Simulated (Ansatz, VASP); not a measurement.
## One calculation of Cd, two programs

```
Cd
1.0
     2.92323    0.00000    0.00000
    -1.46161    2.53159    0.00000
     0.00000    0.00000    5.51271
Cd
2
Cartesian
  0.0000 1.6877 1.3782
  1.4616 0.8439 4.1345
```

Alike in both runs: task single point; functional PBE; k mesh 3 × 3 × 2; occupations gaussian, width 0.1 eV; no spin polarisation.

|  | VASP | Ansatz |
| --- | --- | --- |
| version | VASP 6.6.1 | Ansatz 0.2.0 |
| potentials or method | VASP PAW PBE potentials, release 64 (Cd) | scalar-relativistic, plane waves, norm-conserving potentials |
| plane-wave cutoff (eV) | 500 | 1071 |
| valence electrons in the cell | 24 | 40 |

```csv
,VASP,Ansatz,Ansatz less VASP
gap on the k mesh at the Fermi level (eV),none,none,-
pressure (GPa),11.9,11.4,-0.56
"traceless stress, the component that is largest in VASP (GPa)",8.23,8.46,+0.240
```

A gap of «none» marks a metal or a gap that the smearing closes. VASP's potentials hold 24 valence electrons a cell and Ansatz's 40, so a difference there can come from the potentials and not from the codes.

The k mesh is coarse, so the values compare programs but aren't converged.
